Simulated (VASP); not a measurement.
# HfN (Fm-3m) in VASP: relaxation of cell and atoms with PBE

Aim: the relaxation of cell and atoms of HfN with PBE.

All numbers are computed with VASP 6.6.1; they aren't measurements. Logs are shortened: lines on timing, memory, paths and dates and some standing lists are left out, and cuts for length are marked.

## 1. The cell of the first run

It takes space group Fm-3m (No. 225, cubic). The conventional cell has a = 4.512 Å, b = 4.512 Å, c = 4.512 Å, α = 90.00°, β = 90.00°, γ = 90.00°. Hf (site symmetry m-3m) has 6 N at 2.26 Å within 3.0 Å. N (site symmetry m-3m) has 6 Hf at 2.26 Å within 3.0 Å.

## 2. Relaxation of cell and atoms, PBE

The input, INCAR:

```
SYSTEM = HfN
  PREC = Accurate
  ENCUT = 600
  EDIFF = 1E-7
  ISMEAR = 0
  SIGMA = 0.1
  LREAL = .False.
  LASPH = .True.
  NELM = 120
  ALGO = Normal
  ISIF = 3
  LWAVE = .False.
  LCHARG = .False.
  GGA = PE
  IBRION = 2
  NSW = 100
  EDIFFG = -0.005
  GGA_COMPAT = .False.
  NELMIN = 4
```

The input, KPOINTS:

```
regular mesh
0
Gamma
  12 12 6
  0 0 0
```

The input, POSCAR:

```
HfN
1.0
    3.1904660000      0.0000000000      0.0000000000
   -1.5952330000      2.7630240000      0.0000000000
    0.0000000000      0.0000000000      7.8150130000
Hf N
3 3
Direct
    0.0000000000      0.0000000000      0.0000000000
    0.3333333300      0.6666666700      0.3333333300
    0.6666666700      0.3333333300      0.6666666700
    0.6666666700      0.3333333300      0.1666666700
    0.0000000000      0.0000000000      0.5000000000
    0.3333333300      0.6666666700      0.8333333300
```

Potentials or basis: VASP PAW PBE potentials, release 64 (Hf_pv, N).

Launch:

```bash
cat potpaw_PBE.64/Hf_pv/POTCAR potpaw_PBE.64/N/POTCAR > POTCAR
mpirun -np 1 vasp_std > vasp.out
```

OUTCAR:

```text
SYSTEM = HfN
   PREC = Accurate
   ENCUT = 600
   EDIFF = 1E-7
   ISMEAR = 0
   LREAL = .False.
   LASPH = .True.
   NELM = 120
   ISIF = 3
   GGA = PE
   IBRION = 2
   NSW = 100
   EDIFFG = -0.005
   NELMIN = 4

 ion  position               nearest neighbor table
   1  0.000  0.000  0.000-   6 2.26   4 2.26   6 2.26   4 2.26   4 2.26   6 2.26   2 3.19   3 3.19
                             3 3.19   2 3.19   2 3.19   3 3.19
   2  0.333  0.667  0.333-   4 2.26   5 2.26   4 2.26   5 2.26   4 2.26   5 2.26   1 3.19   3 3.19
                             1 3.19   1 3.19   3 3.19   3 3.19
   3  0.667  0.333  0.667-   6 2.26   5 2.26   6 2.26   5 2.26   6 2.26   5 2.26   1 3.19   2 3.19
                             1 3.19   1 3.19   2 3.19   2 3.19
   4  0.667  0.333  0.167-   2 2.26   1 2.26   2 2.26   1 2.26   2 2.26   1 2.26
   5  0.000  0.000  0.500-   2 2.26   3 2.26   3 2.26   2 2.26   3 2.26   2 2.26
   6  0.333  0.667  0.833-   3 2.26   1 2.26   3 2.26   1 2.26   3 2.26   1 2.26

  LATTYP: Found a hexagonal cell.
 ALAT       =     3.1904660000
 C/A-ratio  =     2.4494895103

  Lattice vectors:

 A1 = (   3.1904660000,   0.0000000000,   0.0000000000)
 A2 = (  -1.5952330000,   2.7630240000,   0.0000000000)
 A3 = (   0.0000000000,   0.0000000000,   7.8150130000)

Analysis of symmetry for initial positions (statically):
=====================================================================
 Subroutine PRICEL returns following result:

  LATTYP: Found a face centered cubic cell.
 ALAT       =     4.5119998744

  Lattice vectors:

 A1 = (   1.5952329840,  -0.9210079908,   2.6050043073)
 A2 = (  -0.0000000160,   1.8420160092,   2.6050043073)
 A3 = (  -1.5952329681,  -0.9210080184,   2.6050043854)

   3 primitive cells build up your supercell.

 Routine SETGRP: Setting up the symmetry group for a
 hexagonal supercell.

 Subroutine GETGRP returns: Found 12 space group operations
 (whereof 12 operations were pure point group operations)
 out of a pool of 24 trial point group operations.

The static configuration has the point symmetry D_3d.

Analysis of symmetry for dynamics (positions and initial velocities):
=====================================================================
 Subroutine PRICEL returns following result:

  LATTYP: Found a face centered cubic cell.
 ALAT       =     4.5119998744

  Lattice vectors:

 A1 = (   1.5952329840,  -0.9210079908,   2.6050043073)
 A2 = (  -0.0000000160,   1.8420160092,   2.6050043073)
 A3 = (  -1.5952329681,  -0.9210080184,   2.6050043854)

   3 primitive cells build up your supercell.

 Routine SETGRP: Setting up the symmetry group for a
 hexagonal supercell.

 Subroutine GETGRP returns: Found 12 space group operations
 (whereof 12 operations were pure point group operations)
 out of a pool of 24 trial point group operations.

The dynamic configuration has the point symmetry D_3d.

 Subroutine INISYM returns: Found 12 space group operations
 (whereof 12 operations are pure point group operations),
 and found     3 'primitive' translations

----------------------------------------------------------------------------------------

                                     Primitive cell

  volume of cell :      22.9640

  direct lattice vectors                    reciprocal lattice vectors
     1.595232984 -0.921007991  2.605004307     0.313433846 -0.180961144  0.127958840
    -0.000000016  1.842016009  2.605004307     0.000000000  0.361922300  0.127958840
    -1.595232968 -0.921008018  2.605004385    -0.313433837 -0.180961150  0.127958840

  length of vectors
     3.190465708  3.190465549  3.190465772     0.383876512  0.383876563  0.383876507

  position of ions in fractional coordinates (direct lattice)
     0.000000000  0.000000000  0.000000000
     0.500000030  0.500000000  0.500000000

  ion indices of the primitive-cell ions
   primitive index   ion index
                 1           1
                 2           4

----------------------------------------------------------------------------------------

 KPOINTS: regular mesh

Automatic generation of k-mesh.
 Grid dimensions read from file:
 generate k-points for:   12   12    6

 Generating k-lattice:

  Cartesian coordinates                     Fractional coordinates (reciprocal lattice)
     0.026119486  0.015080096  0.000000000     0.083333333  0.000000000  0.000000000
     0.000000000  0.030160192  0.000000000     0.000000000  0.083333333  0.000000000
     0.000000000  0.000000000  0.021326473     0.000000000  0.000000000  0.166666667

  Length of vectors
     0.030160187  0.030160192  0.021326473

  Shift w.r.t. Gamma in fractional coordinates (k-lattice)
     0.000000000  0.000000000  0.000000000

 Subroutine IBZKPT returns following result:
 ===========================================

 Found    100 irreducible k-points:

 Following reciprocal coordinates:
            Coordinates               Weight
  0.000000  0.000000  0.000000      1.000000
  0.083333 -0.000000  0.000000      6.000000
  0.166667 -0.000000  0.000000      6.000000
  0.250000 -0.000000  0.000000      6.000000
  0.333333  0.000000  0.000000      6.000000
  0.416667  0.000000  0.000000      6.000000
[... 16 lines left out ...]
  0.166667 -0.000000  0.166667      6.000000
  0.000000  0.166667  0.166667      6.000000
 [... further k-points ...]
   k-points           NKPTS =    100   k-points in BZ     NKDIM =    100   number of bands    NBANDS=     27
   number of dos      NEDOS =    301   number of ions     NIONS =      6
   total plane-waves  NPLWV =  50176
   dimension x,y,z NGX =    28 NGY =   28 NGZ =   64
   dimension x,y,z NGXF=    56 NGYF=   56 NGZF=  128
   ions per type =               3   3
   NGX,Y,Z   is equivalent  to a cutoff of  14.59, 14.59, 13.61 a.u.
   NGXF,Y,Z  is equivalent  to a cutoff of  29.18, 29.18, 27.23 a.u.
 SYSTEM =  HfN
   PREC   = accura    normal or accurate (medium, high low for compatibility)
   ISTART =      0    job   : 0-new  1-cont  2-samecut
   ICHARG =      2    charge: 1-file 2-atom 10-const
   ISPIN  =      1    spin polarized calculation?
   LNONCOLLINEAR =      F non collinear calculations
   LSORBIT =      F    spin-orbit coupling
   LASPH  =      T    aspherical Exc in radial PAW
   ENCUT  =  600.0 eV  44.10 Ry    6.64 a.u.   6.37  6.37 15.61*2*pi/ulx,y,z
   NELM   =    120;   NELMIN=  4; NELMDL= -5     # of ELM steps
   EDIFF  = 0.1E-06   stopping-criterion for ELM
   LREAL  =      F    real-space projection
   EDIFFG = -.5E-02   stopping-criterion for IOM
   NSW    =    100    number of steps for IOM
   IBRION =      2    ionic relax: 0-MD 1-quasi-New 2-CG
   NFREE  =      1    steps in history (QN), initial steepest desc. (CG)
   ISIF   =      3    stress and relaxation
   ISYM   =      2    0-nonsym 1-usesym 2-fastsym
   POTIM  = 0.5000    time-step for ionic-motion
   TEBEG  =    0.0;   TEEND  =   0.0 temperature during run
   PSTRESS=    0.0 pullay stress
   NELECT =      45.0000    total number of electrons
   NUPDOWN=      -1.0000    fix difference up-down
   EMIN   =  10.00;   EMAX   =-10.00  energy-range for DOS
   EFERMI =   0.00;   METHOD = LEGACY
   ISMEAR =     0;   SIGMA  =   0.10  broadening in eV -4-tet -1-fermi 0-gaus
   EFERMI_NEDOS =   21; number of points for ismear=-14 and -15
   IALGO  =     38    algorithm
   IMIX   =      4    mixing-type and parameters
     AMIX     =   0.40;   BMIX     =  1.00
     AMIX_MAG =   1.60;   BMIX_MAG =  1.00
  volume/ion in A,a.u.               =      11.48        77.48
  Fermi-wavevector in a.u.,A,eV,Ry     =   1.420440  2.684242 27.451785  2.017649
  Thomas-Fermi vector in A             =   2.541355
   LORBIT       =      0    0 simple, 1 ext, 2 COOP (PROOUT), +10 PAW based schemes
   GGA     = PE    functional components
   LHFCALC =     F    Hartree Fock is set to
   AEXX    =    0.0000 exact exchange contribution
   IVDW    =     0    specifies the selected vdW correction
   LEPSILON=     F    determine dielectric tensor
   LRPA    =     F    only Hartree local field effects (RPA)
 conjugate gradient relaxation of ions
 non-spin polarized calculation
 Gauss-broadening in eV      SIGMA  =   0.10
  energy-cutoff  :      600.00
  volume of cell :       68.89
 maximum number of plane-waves:      2324
 NGX is ok and might be reduce to    28
   NGX = 13   NGY = 13   NGZ = 31

--------------------------------------- Ionic step        1  -------------------------------------------

 number of electron      45.0000001 magnetization

 Free energy of the ion-electron system (eV)
  ---------------------------------------------------
  ext. energy  EPLUGINS =         0.00000000
  ---------------------------------------------------
  free energy    TOTEN  =       -65.27299936 eV

  energy without entropy =      -65.26315938  energy(sigma->0) =      -65.26807937

------------------------ aborting loop because EDIFF is reached ----------------------------------------

  FORCE on cell =-STRESS in cart. coord.  units (eV):
  Direction    XX          YY          ZZ          XY          YZ          ZX
  --------------------------------------------------------------------------------------
  -------------------------------------------------------------------------------------
  Total        1.7469206      1.7469198      1.7273970      0.0000000      0.0000000      0.0000000
  in kB       40.6270477     40.6270298     40.1730000      0.0000000      0.0000000      0.0000000
  external PRESSURE =      40.4756925 kB  Pullay stress =       0.0000000 kB
[... 65 lines left out ...]
  energy  without entropy=      -65.2324981483  energy(sigma->0) =      -65.23767244

--------------------------------------- Ionic step        3  -------------------------------------------

 number of electron      45.0000001 magnetization

 Free energy of the ion-electron system (eV)
  ---------------------------------------------------
  ext. energy  EPLUGINS =         0.00000000
  ---------------------------------------------------
  free energy    TOTEN  =       -65.28552299 eV

  energy without entropy =      -65.27550998  energy(sigma->0) =      -65.28051648

 E-fermi :   8.2783     XC(G=0): -12.6767

 val. band max:        8.2626283986   @ k =   0.1667   0.1667   0.1667
 cond. band min:       8.2982601521   @ k =   0.4167   0.1667   0.3333
 fundamental gap:      0.0356317534
 Fermi energy:         8.2782982600

 k-point     1 :       0.0000    0.0000    0.0000
  band No.  band energies     occupation
      1     -23.6096      2.00000
      2     -23.6096      2.00000
      3     -22.9665      2.00000
      4     -22.9665      2.00000
      5     -22.9665      2.00000
      6     -22.9665      2.00000
[... 709 lines left out ...]
     26      10.0228      0.00000
     27      10.7980      0.00000

 [... further k-points ...]
[... 5 lines left out ...]
  --------------------------------------------------------------------------------------
  -------------------------------------------------------------------------------------
  Total       -0.0074796     -0.0074796     -0.0227261      0.0000000     -0.0000000      0.0000000
  in kB       -0.1714254     -0.1714254     -0.5208591      0.0000000     -0.0000000      0.0000000
  external PRESSURE =      -0.2879033 kB  Pullay stress =       0.0000000 kB
[... 21 lines left out ...]
  FREE ENERGIE OF THE ION-ELECTRON SYSTEM (eV)
  ---------------------------------------------------
  free  energy   TOTEN  =       -65.2855229859 eV

  energy  without entropy=      -65.2755099834  energy(sigma->0) =      -65.28051648

 reached required accuracy - stopping structural energy minimisation
```

Run time: 11 min. Hardware: 1 thread of Intel Xeon 6975P-C (Granite Rapids), shared host; peak memory 0.35 GiB.

Results:

```yaml
Free_energy: -65.2855 eV
Relaxed_volume: 11.65 Å³/atom
Relaxed_cell: a = 3.206 Å, b = 3.206 Å, c = 7.853 Å, α = 90.00°, β = 90.00°, γ = 120.00°
Space_group_after_relaxing_to_0.1_Å: Fm-3m (No. 225)
Energy_gained_by_relaxing: 2.1 meV/atom
Ionic_steps: 3
Pressure_after_relaxing: 0.0 GPa
Band_gap_on_the_k_mesh: zero (an odd number of electrons rules out a gap without spin polarisation)
```

The path:
```
step  energy change (eV)  largest force (eV/Å)  pressure (GPa)  volume (Å³)
   1              0.0000                0.0000            4.05        68.89
   2              0.0302                0.0000           -6.92        71.82
   3             -0.0125                0.0000           -0.03        69.91
```

Final structure:
```yaml
crystal:
  lattice:
    - [3.20610, 0.00000, 0.00000]
    - [-1.60305, 2.77657, 0.00000]
    - [0.00000, 0.00000, 7.85289]
  atoms:
    - { symbol: Hf, position: [0.00000, 0.00000, 0.00000] }
    - { symbol: Hf, position: [0.33333, 0.66667, 0.33333] }
    - { symbol: Hf, position: [0.66667, 0.33333, 0.66667] }
    - { symbol: N, position: [0.66667, 0.33333, 0.16667] }
    - { symbol: N, position: [0.00000, 0.00000, 0.50000] }
    - { symbol: N, position: [0.33333, 0.66667, 0.83333] }
```

Caveat: spin-orbit coupling is left out, which moves the levels of the heavy elements; an odd number of electrons without spin polarisation forces a metal; a magnetic or distorted state may lie lower.

The gap in the log of VASP goes by the Fermi energy; the results here count the filled bands.